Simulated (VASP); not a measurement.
Set up this calculation in VASP 6.6.1, as the native input.

```
Task                   : relaxation of cell and atoms
Functional             : PBE
Potentials or basis    : VASP PAW PBE potentials, release 64 (Mg_sv, S)
Cutoff                 : 840 eV
k mesh                 : 6 × 6 × 6
Occupations            : gaussian, width 0.02 eV
Spin                   : no spin polarisation
Dipole correction      : no
Further INCAR settings : ALGO = Normal; EDIFF = 1e-07; IBRION = 2; EDIFFG = -0.01; NSW = 100; ISIF = 3
```

The structure of MgS lies in POSCAR:

```
MgS
1.0
    6.5286410550      0.0000000000      0.0000000000
   -3.2643205275      5.6539690059      0.0000000000
    0.0000000000      0.0000000000      4.4559373458
Mg S
1 1
Direct
    0.0000000000      0.0000000000      0.0000000000
    0.0000000000      0.0000000000      0.5000000000
```

The cell was generated, and may not be a known phase.

The input as run:

INCAR

```
ALGO = Normal
EDIFF = 1E-7
EDIFFG = -0.01
ENCUT = 840
GGA = PE
GGA_COMPAT = F
IBRION = 2
ISIF = 3
ISMEAR = 0
LASPH = T
LCHARG = F
LREAL = F
LWAVE = F
NELM = 120
NELMIN = 4
NSW = 100
PREC = Accurate
SIGMA = 0.02
```

KPOINTS

```
k-points
0
Gamma
  6 6 6
```

Potentials or basis: VASP PAW PBE potentials, release 64 (Mg_sv, S).

Run with:

```console
$ cat potpaw_PBE.64/Mg_sv/POTCAR potpaw_PBE.64/S/POTCAR > POTCAR
$ mpirun -np 1 vasp_std > vasp.out
```

It gave:

```yaml
Relaxed_cell: a = 6.442 Å, b = 6.442 Å, c = 4.456 Å, α = 90.00°, β = 90.00°, γ = 120.00°
Space_group_after_relaxing_to_0.1_Å: P6/mmm (No. 191)
Energy_gained_by_relaxing: 0.3 meV/atom
Ionic_steps: 8
Pressure_after_relaxing: 0.0 GPa
Band_gap_on_the_k_mesh: 2.42 eV (least direct gap 2.71 eV)
```

Caveat: the relaxation moved the vacuum too, so the length across it says nothing of the material.

Run time: 7 min on 1 thread of Intel(R) Xeon(R) Platinum 8259CL CPU @ 2.50GHz (Skylake/Cascade Lake) (shared host), peak memory 0.52 GiB.
